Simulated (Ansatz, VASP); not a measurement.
# Hf3SnTe8 in VASP and in Ansatz

The input INCAR:

```
PREC     = Accurate       # precision mode
ENCUT    = 520            # plane-wave cutoff, eV
EDIFF    = 1E-6           # SCF threshold, eV
ISMEAR   = 0              # smearing method
SIGMA    = 0.1            # smearing width, eV
LREAL    = False          # projectors in reciprocal space
LASPH    = True           # aspherical terms in the spheres
NELM     = 60             # most SCF steps
ALGO     = Normal         # electronic algorithm
ISIF     = 2              # what is computed and relaxed
LWAVE    = False          # write WAVECAR
LCHARG   = False          # write CHGCAR
GGA      = PE             # functional
NBANDS   = 58             # bands
```

File KPOINTS:

```
Automatic mesh
0
Gamma
  4 4 4
```

Contents of POSCAR:

```
Hf3SnTe8
1.0
    7.2926042000     -4.0495731000      0.0000000000
    7.2926042000      4.0495731000      0.0000000000
   -0.0060453000      0.0000000000      7.0151415000
Hf Sn Te
3 1 8
Direct
    0.0000000000      0.0000000000      0.0000000000
    0.2466520000      0.7533480000      0.5000000000
    0.7533480000      0.2466520000      0.5000000000
    0.5000000000      0.5000000000      0.0000000000
    0.8784070000      0.8784070000      0.3305290000
    0.3788940000      0.3788940000      0.3545870000
    0.1157210000      0.6414790000      0.8277980000
    0.6414790000      0.1157210000      0.8277980000
    0.8842790000      0.3585210000      0.1722020000
    0.3585210000      0.8842790000      0.1722020000
    0.1215930000      0.1215930000      0.6694710000
    0.6211060000      0.6211060000      0.6454130000
```

Input for Ansatz:

```yaml
crystal:
  lattice:
    - [7.2926042, -4.0495731, 0.0]
    - [7.2926042, 4.0495731, 0.0]
    - [-0.0060453, 0.0, 7.0151415]
  atoms:
    - { symbol: Hf, position: [0.0, 0.0, 0.0] }
    - { symbol: Hf, position: [0.246652, 0.753348, 0.5] }
    - { symbol: Hf, position: [0.753348, 0.246652, 0.5] }
    - { symbol: Sn, position: [0.5, 0.5, 0.0] }
    - { symbol: Te, position: [0.878407, 0.878407, 0.330529] }
    - { symbol: Te, position: [0.378894, 0.378894, 0.354587] }
    - { symbol: Te, position: [0.115721, 0.641479, 0.827798] }
    - { symbol: Te, position: [0.641479, 0.115721, 0.827798] }
    - { symbol: Te, position: [0.884279, 0.358521, 0.172202] }
    - { symbol: Te, position: [0.358521, 0.884279, 0.172202] }
    - { symbol: Te, position: [0.121593, 0.121593, 0.669471] }
    - { symbol: Te, position: [0.621106, 0.621106, 0.645413] }
basis:
  ecutwfc: 420
kpoints:
  mp_grid: { grid: [4, 4, 4] }
hamiltonian:
  xc: pbe
scf:
  occupations: { method: gaussian, width: 0.1 }
  lower_state_search: "off"
output:
  forces: true
  stress: true
  eigenvalues: true
```

Alike in both runs: task single point; functional PBE; k mesh 4 × 4 × 4; occupations gaussian, width 0.1 eV; no spin polarisation.

```csv
,VASP,Ansatz
version,VASP 6.6.1,Ansatz 0.2.0
potentials or method,"VASP PAW PBE potentials, release 64 (Hf_pv, Sn_d, Te), cutoff 520 eV","scalar-relativistic, plane waves, PAW"
valence electrons in the cell,92,220
```

Ansatz gave:

* gap on the k mesh at the Fermi level (eV): none
* pressure (GPa): 0.0
* traceless stress, the component that is largest in VASP (GPa): -0.11
* rms of the force components (eV/Å): 0.014

Q: Which values does VASP return?

A: gap on the k mesh at the Fermi level (eV): none; pressure (GPa): -0.1; traceless stress, the component that is largest in VASP (GPa): -0.11; rms of the force components (eV/Å): 0.021.

Atom by atom the forces differ by 0.010 eV/Å (rms over components). A gap of «none» marks a metal or a gap that the smearing closes. VASP's potentials hold 92 valence electrons a cell and Ansatz's 220, so a difference there can come from the potentials and not from the codes.

Neither program's run includes spin-orbit coupling.
